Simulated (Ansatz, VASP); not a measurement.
# One calculation of BaTiO3, two programs

```
Ba Ti O
1.0
     4.00600    0.00000    0.00000
     0.00000    4.00600    0.00000
     0.00000    0.00000    4.00600
Ba Ti O
1 1 3
Direct
  0.50000 0.50000 0.50000
  0.00000 0.00000 0.00000
  0.50000 0.00000 0.00000
  0.00000 0.50000 0.00000
  0.00000 0.00000 0.50000
```

Alike in both runs: task relaxation of cell and atoms; functional PBE; k mesh 4 × 4 × 4; no spin polarisation.

|  | VASP | Ansatz |
| --- | --- | --- |
| version | VASP 6.6.1 | Ansatz 0.2.0 |
| potentials or method | VASP PAW PBE potentials, release 64 (Ba_sv, Ti_sv, O), cutoff 600 eV | plane waves, PAW |
| occupations | gaussian, width 0.1 eV | gaussian |
| valence electrons in the cell | 40 | 40 |

Ansatz gave:

* relaxed volume (Å³/atom): 12.99
* relaxed cell length with the largest relative difference (Å): 4.019

**Question.** What did VASP give for the same quantities?

**Answer.** Relaxed volume (Å³/atom): 13.11; relaxed cell length with the largest relative difference (Å): 4.032.

Ansatz's warnings: stress scf threshold loose.

Spin-orbit coupling is off throughout.
